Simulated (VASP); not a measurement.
# TaN (P6/mmm) in VASP: a series of runs, part 2 of 2

VASP 6.6.1.

## Step 4: Single point, LDA

Input file INCAR:

```
SYSTEM = TaN
PREC     = Accurate       ! precision mode
ENCUT    = 600            ! plane-wave cutoff, eV
EDIFF    = 1E-6           ! SCF threshold, eV
ISMEAR   = -1             ! smearing method
SIGMA    = 0.1            ! smearing width, eV
LREAL    = .False.        ! projectors in reciprocal space
LASPH    = .True.         ! aspherical terms in the spheres
NELM     = 120            ! most SCF steps
ALGO     = Normal         ! electronic algorithm
ISIF     = 2              ! what is computed and relaxed
LWAVE    = .False.        ! write WAVECAR
LCHARG   = .False.        ! write CHGCAR
NBANDS   = 36             ! bands
GGA_COMPAT= .False.
```

Input file KPOINTS:

```
regular mesh
0
Gamma
  6 6 10
  0 0 0
```

Input file POSCAR:

```
TaN
1.0
    5.1910000000      0.0000000000      0.0000000000
   -2.5955000000      4.4955378700      0.0000000000
    0.0000000000      0.0000000000      2.9080000000
Ta N
3 3
Direct
    0.0000000000      0.0000000000      0.0000000000
    0.3333333333      0.6666666667      0.5000000000
    0.6666666667      0.3333333333      0.5000000000
    0.5000000000      0.0000000000      0.0000000000
    0.5000000000      0.5000000000      0.0000000000
    0.0000000000      0.5000000000      0.0000000000
```

Potentials or basis: VASP PAW LDA potentials, release 64 (Ta_sv_GW, N).

On the command line:

```console
$ cat potpaw_LDA.64/Ta_sv_GW/POTCAR potpaw_LDA.64/N/POTCAR > POTCAR
$ mpirun -np 1 vasp_std > vasp.out
```

OUTCAR:

```text
SYSTEM = TaN
   PREC = Accurate
   ENCUT = 600
   EDIFF = 1E-6
   ISMEAR = -1
   LREAL = .False.
   LASPH = .True.
   NELM = 120
   ISIF = 2

 ion  position               nearest neighbor table
   1  0.000  0.000  0.000-
   2  0.333  0.667  0.500-   4 2.09   4 2.09   6 2.09   6 2.09   5 2.09   5 2.09   3 3.00   3 3.00
                             3 3.00
   3  0.667  0.333  0.500-   4 2.09   4 2.09   6 2.09   6 2.09   5 2.09   5 2.09   2 3.00   2 3.00
                             2 3.00
   4  0.500  0.000  0.000-   2 2.09   3 2.09   2 2.09   3 2.09
   5  0.500  0.500  0.000-   2 2.09   3 2.09   2 2.09   3 2.09
   6  0.000  0.500  0.000-   2 2.09   3 2.09   2 2.09   3 2.09

  LATTYP: Found a hexagonal cell.
 ALAT       =     5.1910000000
 C/A-ratio  =     0.5602003468

  Lattice vectors:

 A1 = (   5.1910000000,   0.0000000000,   0.0000000000)
 A2 = (  -2.5955000000,   4.4955378700,   0.0000000000)
 A3 = (   0.0000000000,   0.0000000000,   2.9080000000)

Analysis of symmetry for initial positions (statically):
=====================================================================
 Subroutine PRICEL returns:
 Original cell was already a primitive cell.

[... 175 lines left out ...]
  energy without entropy =      -78.85025163  energy(sigma->0) =      -78.86929827

 E-fermi :  11.7959     XC(G=0): -13.6496

 val. band max:       11.7826683072   @ k =   0.0000   0.0000   0.2000
 cond. band min:      11.9320660828   @ k =   0.1667   0.0000   0.0000
 fundamental gap:      0.1493977757
 Fermi energy:        11.7958682821

 k-point     1 :       0.0000    0.0000    0.0000
  band No.  band energies     occupation
      1     -56.9763      2.00000
      2     -56.9272      2.00000
      3     -56.6372      2.00000
      4     -24.0831      2.00000
      5     -24.0831      2.00000
      6     -23.6919      2.00000
[... 925 lines left out ...]
     35      15.5957      0.00000
     36      16.1049      0.00000

 [... further k-points ...]
[... 5 lines left out ...]
  --------------------------------------------------------------------------------------
  -------------------------------------------------------------------------------------
  Total       -1.6139251     -1.6139251     -2.2338500      0.0000000     -0.0000000      0.0000000
  in kB      -38.1036751    -38.1036751    -52.7396820      0.0000000     -0.0000000      0.0000000
  external PRESSURE =     -42.9823441 kB  Pullay stress =       0.0000000 kB

 VOLUME and BASIS-vectors are now :
 -----------------------------------------------------------------------------
  energy-cutoff  :      600.00
  volume of cell :       67.86
      direct lattice vectors                 reciprocal lattice vectors
     5.191000000  0.000000000  0.000000000     0.192641110  0.111221397  0.000000000
    -2.595500000  4.495537870  0.000000000     0.000000000  0.222442793  0.000000000
     0.000000000  0.000000000  2.908000000     0.000000000  0.000000000  0.343878955

 POSITION                                       TOTAL-FORCE (eV/Angst)
 -----------------------------------------------------------------------------------
      0.00000      0.00000      0.00000         0.000000      0.000000     -0.000000
     -0.00000      2.99703      1.45400         0.000000      0.000000     -0.000000
      2.59550      1.49851      1.45400         0.000000     -0.000000      0.000000
      2.59550      0.00000      0.00000         0.000000      0.000000     -0.000000
      1.29775      2.24777      0.00000        -0.000000      0.000000     -0.000000
     -1.29775      2.24777      0.00000         0.000000      0.000000     -0.000000
 -----------------------------------------------------------------------------------
    total drift:                               -0.000000      0.000000     -0.000000

  FREE ENERGIE OF THE ION-ELECTRON SYSTEM (eV)
  ---------------------------------------------------
  free  energy   TOTEN  =       -78.8883449027 eV

  energy  without entropy=      -78.8502516294  energy(sigma->0) =      -78.86929827
```

stdout:

```text
POSCAR found type information on POSCAR TaN
 POSCAR found :  2 types and       6 ions
 scaLAPACK will be used
 LDA part: xc-table for (Slater(with rela. corr.)+CA(PZ))
 , standard interpolation
 POSCAR, INCAR and KPOINTS ok, starting setup
 FFT: planning ... GRIDC
 FFT: planning ... GRID_SOFT
 FFT: planning ... GRID
 WAVECAR not read
 entering main loop
```

Wall time 3 min (1 thread of Intel Xeon Platinum 8259CL at 2.50GHz (Skylake/Cascade Lake), shared host); peak memory 0.23 GiB.

What came out:

| Item | Value |
| --- | --- |
| Free energy | -78.8883 eV |
| Pressure | -4.3 GPa |
| Band gap on the k mesh | zero (band 27 reaches 12.73 eV, above the bottom of band 28 at 10.59 eV) |

Caveat: spin-orbit coupling is left out, which moves the levels of the heavy elements.

## Step 5: Summary

| k mesh | gap on the mesh (eV) | pressure (GPa) |
| --- | --- | --- |
| 4 × 4 × 6 | none | -3.9 |
| 5 × 5 × 8 | none | -4.3 |
| 6 × 6 × 10 | none | -4.3 |

Alike in all rows: task single point; level LDA; potentials or basis VASP PAW LDA potentials, release 64 (Ta_sv_GW, N); no spin polarisation; cell as given; cutoff (eV) 600; smearing fermi-dirac 0.1 eV.

Caveats: some runs use coarse meshes; spin-orbit coupling is left out, which moves the levels of the heavy elements.

Total energies depend on the potentials used, so only differences within one code and one set of settings carry meaning.
